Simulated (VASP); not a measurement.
# Bi (C2/m) in VASP: further runs

Bi is run at these levels: PBEsol; tasks: single point, relaxation of cell and atoms.

All numbers are computed with VASP 6.6.1; they aren't measurements. Logs are shortened: lines on timing, memory, paths and dates and some standing lists are left out, and cuts for length are marked.

### 1 The cell of the first run

Symmetry: C2/m, No. 12, monoclinic system. Conventional cell: a = 6.387 Å, b = 5.754 Å, c = 3.205 Å, α = 90.00°, β = 107.94°, γ = 90.00°. Within 4.0 Å of Bi (site symmetry m) lie 9 Bi at 3.07 to 3.69 Å.

### 2 Single point, PBEsol

INCAR

```
SYSTEM = Bi
PREC     = Accurate       ! precision mode
ENCUT    = 520            ! plane-wave cutoff, eV
EDIFF    = 1E-6           ! SCF threshold, eV
ISMEAR   = -1             ! smearing method
SIGMA    = 0.05           ! smearing width, eV
LREAL    = .False.        ! projectors in reciprocal space
LASPH    = .True.         ! aspherical terms in the spheres
NELM     = 80             ! most SCF steps
ALGO     = Normal         ! electronic algorithm
ISIF     = 2              ! what is computed and relaxed
LWAVE    = .False.        ! write WAVECAR
LCHARG   = .False.        ! write CHGCAR
GGA      = PS             ! functional
NBANDS   = 22             ! bands
```

KPOINTS

```
regular mesh
0
Gamma
  6 6 9
  0 0 0
```

POSCAR

```
Bi
1.0
    3.1920302678     -2.8770269392      0.0899085348
    3.1920302678      2.8770269392      0.0899085348
   -1.0728589382      0.0000000000      3.0202152850
Bi
2
Direct
    0.7480657967      0.7480657967      0.8211575369
    0.2519342033      0.2519342033      0.1788424631
```

Potentials or basis: VASP PAW PBE potentials, release 64 (Bi_d).

On the command line:

```
> cat potpaw_PBE.64/Bi_d/POTCAR > POTCAR
> mpirun -np 1 vasp_std > vasp.out
```

OUTCAR:

```text
SYSTEM = Bi
   PREC = Accurate
   ENCUT = 520
   EDIFF = 1E-6
   ISMEAR = -1
   LREAL = .False.
   LASPH = .True.
   NELM = 80
   ISIF = 2
   GGA = PS

 ion  position               nearest neighbor table
   1  0.748  0.748  0.821-   2 3.07   2 3.09   2 3.09   2 3.20   2 3.54   2 3.54   2 3.69
   2  0.252  0.252  0.179-   1 3.07   1 3.09   1 3.09   1 3.20   1 3.54   1 3.54   1 3.69

  LATTYP: Found a base centered monoclinic cell.
 ALAT       =     6.3865924483
 B/A-ratio  =     0.9009583632
 C/A-ratio  =     0.5018496935
 COS(beta)  =    -0.3080700525

  Lattice vectors:

 A1 = (   3.1920302678,  -2.8770269392,   0.0899085348)
 A2 = (   3.1920302678,   2.8770269392,   0.0899085348)
 A3 = (  -1.0728589382,   0.0000000000,   3.0202152850)

Analysis of symmetry for initial positions (statically):
=====================================================================
 Subroutine PRICEL returns:
 Original cell was already a primitive cell.

 Routine SETGRP: Setting up the symmetry group for a
 base centered monoclinic supercell.

 Subroutine GETGRP returns: Found  4 space group operations
 (whereof  4 operations were pure point group operations)
 out of a pool of  4 trial point group operations.

The static configuration has the point symmetry C_2h.

Analysis of symmetry for dynamics (positions and initial velocities):
=====================================================================
 Subroutine PRICEL returns:
 Original cell was already a primitive cell.

 Routine SETGRP: Setting up the symmetry group for a
 base centered monoclinic supercell.

 Subroutine GETGRP returns: Found  4 space group operations
 (whereof  4 operations were pure point group operations)
 out of a pool of  4 trial point group operations.

The dynamic configuration has the point symmetry C_2h.

 Subroutine INISYM returns: Found  4 space group operations
 (whereof  4 operations are pure point group operations),
 and found     1 'primitive' translations

----------------------------------------------------------------------------------------

                                     Primitive cell

  volume of cell :      56.0277

  direct lattice vectors                    reciprocal lattice vectors
     3.192030268 -2.877026939  0.089908535     0.155088382 -0.173790517  0.055091423
     3.192030268  2.877026939  0.089908535     0.155088382  0.173790517  0.055091423
    -1.072858938  0.000000000  3.020215285    -0.009233626  0.000000000  0.327822201

  length of vectors
[... 72 lines left out ...]
 SYSTEM =  Bi
   PREC   = accura    normal or accurate (medium, high low for compatibility)
   ISTART =      0    job   : 0-new  1-cont  2-samecut
   ICHARG =      2    charge: 1-file 2-atom 10-const
   ISPIN  =      1    spin polarized calculation?
   LNONCOLLINEAR =      F non collinear calculations
   LSORBIT =      F    spin-orbit coupling
   LASPH  =      T    aspherical Exc in radial PAW
   ENCUT  =  520.0 eV  38.22 Ry    6.18 a.u.   7.99  7.99  5.96*2*pi/ulx,y,z
   NELM   =     80;   NELMIN=  2; NELMDL= -5     # of ELM steps
   EDIFF  = 0.1E-05   stopping-criterion for ELM
   LREAL  =      F    real-space projection
   EDIFFG = 0.1E-04   stopping-criterion for IOM
   NSW    =      0    number of steps for IOM
   IBRION =     -1    ionic relax: 0-MD 1-quasi-New 2-CG
   NFREE  =      0    steps in history (QN), initial steepest desc. (CG)
   ISIF   =      2    stress and relaxation
   ISYM   =      2    0-nonsym 1-usesym 2-fastsym
   POTIM  = 0.5000    time-step for ionic-motion
   TEBEG  =    0.0;   TEEND  =   0.0 temperature during run
   PSTRESS=    0.0 pullay stress
   NELECT =      30.0000    total number of electrons
   NUPDOWN=      -1.0000    fix difference up-down
   EMIN   =  10.00;   EMAX   =-10.00  energy-range for DOS
   EFERMI =   0.00;   METHOD = LEGACY
   ISMEAR =    -1;   SIGMA  =   0.05  broadening in eV -4-tet -1-fermi 0-gaus
   EFERMI_NEDOS =   21; number of points for ismear=-14 and -15
   IALGO  =     38    algorithm
   IMIX   =      4    mixing-type and parameters
     AMIX     =   0.40;   BMIX     =  1.00
     AMIX_MAG =   1.60;   BMIX_MAG =  1.00
  volume/ion in A,a.u.               =      28.01       189.05
  Fermi-wavevector in a.u.,A,eV,Ry     =   1.329376  2.512156 24.044756  1.767240
  Thomas-Fermi vector in A             =   2.458543
   LORBIT       =      0    0 simple, 1 ext, 2 COOP (PROOUT), +10 PAW based schemes
   GGA     = PS    functional components
   LHFCALC =     F    Hartree Fock is set to
   AEXX    =    0.0000 exact exchange contribution
   IVDW    =     0    specifies the selected vdW correction
   LEPSILON=     F    determine dielectric tensor
   LRPA    =     F    only Hartree local field effects (RPA)
 non-spin polarized calculation
  energy-cutoff  :      520.00
  volume of cell :       56.03
 maximum number of plane-waves:      1525
   NGX = 15   NGY = 15   NGZ = 11

 number of electron      29.9999987 magnetization

 Free energy of the ion-electron system (eV)
  ---------------------------------------------------
  ext. energy  EPLUGINS =         0.00000000
  ---------------------------------------------------
  free energy    TOTEN  =        -8.33259777 eV

  energy without entropy =       -8.32673924  energy(sigma->0) =       -8.32966850

 E-fermi :   9.1401     XC(G=0): -10.8848

 val. band max:        9.1173792890   @ k =   0.3333  -0.0000   0.2222
 cond. band min:       9.1597390162   @ k =   0.3333   0.1667   0.3333
 fundamental gap:      0.0423597272
 Fermi energy:         9.1400804834

 k-point     1 :       0.0000    0.0000    0.0000
  band No.  band energies     occupation
      1     -14.1139      2.00000
      2     -14.0051      2.00000
      3     -14.0000      2.00000
      4     -13.9566      2.00000
      5     -13.8497      2.00000
      6     -13.7529      2.00000
[... 589 lines left out ...]
     21      18.7259      0.00000
     22      19.3615      0.00000

 [... further k-points ...]
[... 5 lines left out ...]
  --------------------------------------------------------------------------------------
  -------------------------------------------------------------------------------------
  Total        3.4674061      3.4533608      3.4610741      0.0000000      0.0000000      0.0028692
  in kB       99.1545677     98.7529264     98.9734978      0.0000000      0.0000000      0.0820482
  external PRESSURE =      98.9603306 kB  Pullay stress =       0.0000000 kB

 VOLUME and BASIS-vectors are now :
 -----------------------------------------------------------------------------
  energy-cutoff  :      520.00
  volume of cell :       56.03
      direct lattice vectors                 reciprocal lattice vectors
     3.192030268 -2.877026939  0.089908535     0.155088382 -0.173790517  0.055091423
     3.192030268  2.877026939  0.089908535     0.155088382  0.173790517  0.055091423
    -1.072858938  0.000000000  3.020215285    -0.009233626  0.000000000  0.327822201

 POSITION                                       TOTAL-FORCE (eV/Angst)
 -----------------------------------------------------------------------------------
      3.89471      0.00000      2.61459        -0.001657      0.000000     -0.000528
      1.41649      0.00000      0.58544         0.001657      0.000000      0.000528
 -----------------------------------------------------------------------------------
    total drift:                               -0.000000     -0.000000      0.000000

  FREE ENERGIE OF THE ION-ELECTRON SYSTEM (eV)
  ---------------------------------------------------
  free  energy   TOTEN  =        -8.3325977680 eV

  energy  without entropy=       -8.3267392415  energy(sigma->0) =       -8.32966850
```

OSZICAR:

```text
N       E                     dE             d eps       ncg     rms          rms(c)
DAV:   1     0.306849659099E+03    0.30685E+03   -0.16314E+04  4274   0.177E+03
DAV:   2     0.169291761050E+02   -0.28992E+03   -0.28232E+03  4316   0.452E+02
DAV:   3    -0.751176082179E+01   -0.24441E+02   -0.24092E+02  5226   0.142E+02
DAV:   4    -0.832019826439E+01   -0.80844E+00   -0.80788E+00  5300   0.277E+01
DAV:   5    -0.835377899560E+01   -0.33581E-01   -0.33579E-01  6196   0.510E+00    0.956E-01
DAV:   6    -0.833875759915E+01    0.15021E-01   -0.21421E-02  5632   0.175E+00    0.523E-01
DAV:   7    -0.833278870382E+01    0.59689E-02   -0.11049E-02  5978   0.129E+00    0.111E-01
DAV:   8    -0.833259922935E+01    0.18947E-03   -0.10449E-03  5112   0.398E-01    0.123E-02
DAV:   9    -0.833259921537E+01    0.13984E-07   -0.39457E-05  6136   0.612E-02    0.539E-03
DAV:  10    -0.833259777084E+01    0.14445E-05   -0.18977E-06  4074   0.126E-02    0.120E-03
DAV:  11    -0.833259776796E+01    0.28831E-08   -0.39693E-07  3046   0.760E-03
   1 F= -.83325978E+01 E0= -.83296685E+01  d E =-.585853E-02
```

Run time: 59 s. Hardware: 1 thread of AMD EPYC 7R43 (Zen 3), shared host; peak memory 0.19 GiB.

Results:

* Free energy: -8.3326 eV
* Pressure: 9.9 GPa
* Band gap on the k mesh: zero (bands 15 and 16 overlap by 5.32 eV)

Levels at points of the mesh, in eV from the Fermi level:
| k point | band 13 | band 14 | band 15 | band 16 | band 17 | band 18 |
| --- | --- | --- | --- | --- | --- | --- |
| (0.00, 0.00, 0.00) | -3.87 | -3.36 | 2.38 | 3.52 | 3.68 | 4.92 |
| (0.50, 0.00, 0.00) | -1.21 | -1.15 | -0.66 | -0.66 | 3.44 | 5.16 |
| (0.50, 0.50, 0.00) | -6.24 | -6.19 | 2.94 | 4.93 | 6.62 | 7.29 |

Caveat: the cell stands under pressure; the PAW data sets were made with another functional, which shifts forces and pressure a little; spin-orbit coupling is left out, which moves the levels of the heavy elements.

### 3 Single point, PBEsol

This run uses another cell than the first one, of 29.83 Å³/atom.

INCAR

```
ALGO = Fast ; EDIFF = 1E-7
ENCUT = 520 ; GGA = PS
ISIF = 2 ; ISMEAR = -1
LASPH = True ; LCHARG = False
LREAL = False ; LWAVE = False
NBANDS = 22 ; NELM = 100
PREC = Accurate ; SIGMA = 0.05
```

KPOINTS

```
k-points
0
Gamma
  6 6 9
```

POSCAR

```
Bi
1.0
    3.3238150702     -2.9441355079      0.0277287237
    3.3238150702      2.9441355079      0.0277287237
   -1.1759604625      0.0000000000      3.0381234203
Bi
2
Direct
    0.7500910755      0.7500910755      0.8303342118
    0.2499089245      0.2499089245      0.1696657882
```

Potentials or basis: VASP PAW PBE potentials, release 64 (Bi_d).

On the command line:

```
> cat potpaw_PBE.64/Bi_d/POTCAR > POTCAR
> mpirun -np 1 vasp_std > vasp.out
```

OUTCAR:

```text
EDIFF = 1E-7
   ENCUT = 520
   GGA = PS
   ISIF = 2
   ISMEAR = -1
   LASPH = True
   LREAL = False
   NELM = 100
   PREC = Accurate

 ion  position               nearest neighbor table
   1  0.750  0.750  0.830-   2 3.11   2 3.14   2 3.14   2 3.26   2 3.65   2 3.65   2 3.86
   2  0.250  0.250  0.170-   1 3.11   1 3.14   1 3.14   1 3.26   1 3.65   1 3.65   1 3.86

  LATTYP: Found a base centered monoclinic cell.
 ALAT       =     6.6478614616
 B/A-ratio  =     0.8857391283
 C/A-ratio  =     0.4900480842
[... 194 lines left out ...]
      3     -14.7423      2.00000
      4     -14.7127      2.00000
      5     -14.6159      2.00000
      6     -14.5529      2.00000
[... 589 lines left out ...]
     21      17.5506      0.00000
     22      18.0275      0.00000

 [... further k-points ...]
[... 5 lines left out ...]
  --------------------------------------------------------------------------------------
  -------------------------------------------------------------------------------------
  Total        1.8376700      1.8433483      1.8340677      0.0000000      0.0000000     -0.0061553
  in kB       49.3569061     49.5094180     49.2601544      0.0000000      0.0000000     -0.1653227
  external PRESSURE =      49.3754929 kB  Pullay stress =       0.0000000 kB

 VOLUME and BASIS-vectors are now :
 -----------------------------------------------------------------------------
  energy-cutoff  :      520.00
  volume of cell :       59.65
      direct lattice vectors                 reciprocal lattice vectors
     3.323815070 -2.944135508  0.027728724     0.149945361 -0.169829140  0.058039056
     3.323815070  2.944135508  0.027728724     0.149945361  0.169829140  0.058039056
    -1.175960462  0.000000000  3.038123420    -0.002737080  0.000000000  0.328091116

 POSITION                                       TOTAL-FORCE (eV/Angst)
 -----------------------------------------------------------------------------------
      4.00989      0.00000      2.56426        -0.002151      0.000000     -0.001825
      1.46178      0.00000      0.52932         0.002151      0.000000      0.001825
 -----------------------------------------------------------------------------------
    total drift:                                0.000000      0.000000     -0.000000

  FREE ENERGIE OF THE ION-ELECTRON SYSTEM (eV)
  ---------------------------------------------------
  free  energy   TOTEN  =        -8.4986742133 eV

  energy  without entropy=       -8.4915020541  energy(sigma->0) =       -8.49508813
```

OSZICAR:

```text
N       E                     dE             d eps       ncg     rms          rms(c)
DAV:   1     0.308471437920E+03    0.30847E+03   -0.16211E+04  4268   0.173E+03
DAV:   2     0.173448698876E+02   -0.29113E+03   -0.28343E+03  4352   0.451E+02
DAV:   3    -0.762706686106E+01   -0.24972E+02   -0.24618E+02  5132   0.143E+02
DAV:   4    -0.847982678142E+01   -0.85276E+00   -0.85176E+00  5272   0.284E+01
DAV:   5    -0.851542351466E+01   -0.35597E-01   -0.35595E-01  6150   0.527E+00    0.888E-01
RMM:   6    -0.850279712205E+01    0.12626E-01   -0.18082E-02  5093   0.148E+00    0.501E-01
RMM:   7    -0.849845523927E+01    0.43419E-02   -0.14985E-02  4989   0.120E+00    0.106E-01
RMM:   8    -0.849858290857E+01   -0.12767E-03   -0.38688E-03  6034   0.618E-01    0.208E-02
RMM:   9    -0.849867507478E+01   -0.92166E-04   -0.10203E-03  7138   0.244E-01    0.249E-02
RMM:  10    -0.849868457299E+01   -0.94982E-05   -0.13060E-04  7269   0.879E-02    0.243E-02
RMM:  11    -0.849868193569E+01    0.26373E-05   -0.18486E-05  6613   0.348E-02    0.184E-02
RMM:  12    -0.849867863172E+01    0.33040E-05   -0.25155E-05  5485   0.585E-02    0.217E-02
RMM:  13    -0.849867502981E+01    0.36019E-05   -0.33728E-06  5480   0.221E-02    0.121E-02
RMM:  14    -0.849867434286E+01    0.68695E-06   -0.20543E-06  5208   0.153E-02    0.480E-03
RMM:  15    -0.849867431258E+01    0.30288E-07   -0.10737E-06  4434   0.766E-03    0.288E-03
RMM:  16    -0.849867421325E+01    0.99321E-07   -0.42491E-07  3536   0.768E-03
   1 F= -.84986742E+01 E0= -.84950881E+01  d E =-.717216E-02
```

Wall time 2.1 min (1 thread of AMD EPYC 7R43 (Zen 3), shared host); peak memory 0.2 GiB.

Results:

```
Free energy            : -8.4987 eV
Pressure               : 4.9 GPa
Band gap on the k mesh : zero (bands 15 and 16 overlap by 4.93 eV)
```

Forces on the atoms (eV/Å):
```
Bi  -0.002  0.000 -0.002
Bi   0.002  0.000  0.002
```

Levels at points of the mesh, in eV from the Fermi level:
| k point | band 11 | band 12 | band 13 | band 14 | band 15 | band 16 | band 17 | band 18 | band 19 | band 20 |
| --- | --- | --- | --- | --- | --- | --- | --- | --- | --- | --- |
| (0.00, 0.00, 0.00) | -14.09 | -8.97 | -3.66 | -3.17 | 2.48 | 3.27 | 3.97 | 4.54 | 4.83 | 7.43 |
| (0.50, 0.00, 0.00) | -12.25 | -12.14 | -1.25 | -1.08 | -0.74 | -0.69 | 3.44 | 4.82 | 7.70 | 8.89 |
| (0.50, 0.50, 0.00) | -11.79 | -11.25 | -5.83 | -5.79 | 2.79 | 4.53 | 6.08 | 6.77 | 8.72 | 10.19 |

Caveat: the cell stands under pressure; the PAW data sets were made with another functional, which shifts forces and pressure a little; spin-orbit coupling is left out, which moves the levels of the heavy elements.

[end of part 1 of 2]

The gap in the log of VASP goes by the Fermi energy; the results here count the filled bands.